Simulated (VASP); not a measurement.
Crystal: Pt.

```xyz
1
Lattice="0.0000 1.9609 1.9609 1.9609 0.0000 1.9609 1.9609 1.9609 0.0000" Properties=species:S:1:pos:R:3 pbc="T T T"
Pt    0.0000    0.0000    0.0000
```

```yaml
Program: VASP 6.6.1
Task: relaxation of cell and atoms
Functional: RPBE
Potentials_or_basis: VASP PAW PBE potentials, release 64 (Pt)
Cutoff: 600 eV
k_mesh: 13 × 13 × 13
Occupations: fermi-dirac, width 0.1 eV
Spin: no spin polarisation
```

At the start: pressure 14.2 GPa; volume 15.08 Å³/atom.

Where does the relaxation end?

Over 4 steps the energy falls by 34.5 meV/atom and the volume is 15.91 Å³/atom (+5.5 %); space group Fm-3m (No. 225, to 0.05 Å).

The path:
| step | energy change (eV) | largest force (eV/Å) | pressure (GPa) | volume (Å³) |
| --- | --- | --- | --- | --- |
| 1 | 0.0000 | 0.0000 | 14.20 | 15.08 |
| 2 | 0.1393 | 0.0000 | -20.93 | 18.19 |
| 3 | -0.0344 | 0.0000 | -0.62 | 15.95 |
| 4 | -0.0345 | 0.0000 | -0.07 | 15.91 |

Final structure:
```xyz
1
Lattice="0.0000 1.9963 1.9963 1.9963 0.0000 1.9963 1.9963 1.9963 0.0000" Properties=species:S:1:pos:R:3 pbc="T T T"
Pt    0.0000    0.0000    0.0000
```

Caveat: the PAW data sets were made with another functional, which shifts forces and pressure a little.
